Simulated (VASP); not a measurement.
Here is a VASP 6.6.1 calculation.

Contents of POSCAR:

```
Co
1.0
    2.4925948814      0.0000000000      0.0000000000
   -1.2462974407      2.1586504887      0.0000000000
    0.0000000000      0.0000000000      4.0467735463
Co
2
Direct
    0.3333333333      0.6666666667      0.7500000000
    0.6666666667      0.3333333333      0.2500000000
```

INCAR.step1

```
ALGO     = Normal         # electronic algorithm
EDIFF    = 1E-4           # SCF threshold, eV
ENCUT    = 520            # plane-wave cutoff, eV
GGA      = PE             # functional
ISMEAR   = 0              # smearing method
ISPIN    = 2              # spin polarisation
LASPH    = True           # aspherical terms in the spheres
LCHARG   = False          # write CHGCAR
LMAXMIX  = 4              # l up to which the mixer works
LREAL    = False          # projectors in reciprocal space
LWAVE    = True           # write WAVECAR
MAGMOM   = 1.5 1.5        # initial moments
NBANDS   = 20             # bands
NELM     = 150            # most SCF steps
PREC     = Accurate       # precision mode
SIGMA    = 0.05           # smearing width, eV
```

The input INCAR.step2:

```
ALGO     = Normal         # electronic algorithm
EDIFF    = 1E-6           # SCF threshold, eV
ENCUT    = 520            # plane-wave cutoff, eV
ISIF     = 2              # what is computed and relaxed
ISMEAR   = 0              # smearing method
ISPIN    = 2              # spin polarisation
ISTART   = 1            
LASPH    = True           # aspherical terms in the spheres
LCHARG   = False          # write CHGCAR
LMAXMIX  = 4              # l up to which the mixer works
LMIXTAU  = True         
LORBIT   = 11             # projections on sites
LREAL    = False          # projectors in reciprocal space
LWAVE    = False          # write WAVECAR
MAGMOM   = 1.5 1.5        # initial moments
METAGGA  = R2SCAN         # meta-GGA
NBANDS   = 20             # bands
NELM     = 150            # most SCF steps
PREC     = Accurate       # precision mode
SIGMA    = 0.05           # smearing width, eV
```

The input KPOINTS:

```
k-points
0
Gamma
  20 20 10
```

Potentials or basis: VASP PAW PBE potentials, release 64 (Co).

Launch:

```sh
$ cat potpaw_PBE.64/Co/POTCAR > POTCAR
$ cp INCAR.step1 INCAR
$ mpirun -np 1 vasp_std > vasp.out
$ cp INCAR.step2 INCAR
$ mpirun -np 1 vasp_std > vasp.out
```

Question: What does it give for the net moment?

Answer: 3.51 μB per cell.

Question: Predict the site moments.

Answer: Co +1.82 μB.

Question: Estimate the pressure.

Answer: -5.4 GPa.

Caveat: the PAW data sets were made with another functional, which shifts forces and pressure a little.
